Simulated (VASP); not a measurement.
LiCl, 8 atoms in the cell. It takes space group I4/mcm (No. 140, tetragonal). The conventional cell has a = 8.339 Å, b = 8.339 Å, c = 5.187 Å, α = 90.00°, β = 90.00°, γ = 90.00°. Li (site symmetry m2m) has 5 Cl at 2.43 to 2.60 Å within 3.2 Å. Cl (site symmetry m2m) has 5 Li at 2.43 to 2.60 Å within 3.2 Å. The cell was built from a structure type or drawn by symmetry, and may not be a known phase.

```yaml
Program: VASP 6.6.1
Task: single point
Functional: PBE
Potentials_or_basis: VASP PAW PBE potentials, release 64 (Li_sv, Cl)
Cutoff: 520 eV
k_mesh: 6 × 6 × 6
Occupations: gaussian, width 0.02 eV
Spin: no spin polarisation
Dipole_correction: no
Further_INCAR_settings: ALGO = Normal; EDIFF = 1e-06; NBANDS = 30
```

Potentials or basis: VASP PAW PBE potentials, release 64 (Li_sv, Cl).

Launch:

```sh
$ cat potpaw_PBE.64/Li_sv/POTCAR potpaw_PBE.64/Cl/POTCAR > POTCAR
$ mpirun -np 1 vasp_std > vasp.out
```

Hardware: 1 thread of Oxide Virtual Turin-like Processor (shared host).

Problem. Estimate the wall time of this run.

Solution. Wall time 4.1 min on 1 thread of Oxide Virtual Turin-like Processor, with other jobs on the host, peak memory 0.34 GiB. Counts: scf iterations 15, k points 30.
